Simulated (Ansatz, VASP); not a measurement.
Mg7Te: VASP beside Ansatz

```xyz
8
Lattice="3.5320 2.0392 4.3590 -3.5320 2.0392 4.3590 0.0000 -4.0784 4.3590" Properties=species:S:1:pos:R:3 pbc="T T T"
Mg    0.0000   -2.0392    2.1795
Mg    1.7660    1.0196    2.1795
Mg   -1.7660    1.0196    2.1795
Mg    0.0000    2.0392    4.3590
Mg   -1.7660   -1.0196    4.3590
Mg    1.7660   -1.0196    4.3590
Mg    0.0000    0.0000    0.0000
Te    0.0000    0.0000    6.5384
```

Alike in both runs: task relaxation of cell and atoms; functional PBE; k mesh 3 × 3 × 3; occupations gaussian, width 0.2 eV; no spin polarisation.

```csv
,VASP,Ansatz
version,VASP 6.6.1,Ansatz 0.2.0
potentials or method,"VASP PAW PBE potentials, release 64 (Mg, Te), cutoff 600 eV","scalar-relativistic, plane waves, PAW"
valence electrons in the cell,20,86
```

Ansatz gave:

| Quantity | Value |
| --- | --- |
| gap on the k mesh at the Fermi level, each at its own relaxed structure (eV) | none |
| relaxed volume (Å³/atom) | 23.47 |
| relaxed length of the cell vector where the two differ most in proportion (Å) | 6.421 |

Problem. What did VASP give for the same quantities?

Solution. gap on the k mesh at the Fermi level, each at its own relaxed structure (eV): none; relaxed volume (Å³/atom): 23.70; relaxed length of the cell vector where the two differ most in proportion (Å): 6.448.

A gap of «none» marks a metal or a gap that the smearing closes. VASP's potentials hold 20 valence electrons a cell and Ansatz's 86, so a difference there can come from the potentials and not from the codes.

The k mesh is coarse, so the values compare programs but aren't converged. Spin-orbit coupling is off throughout.
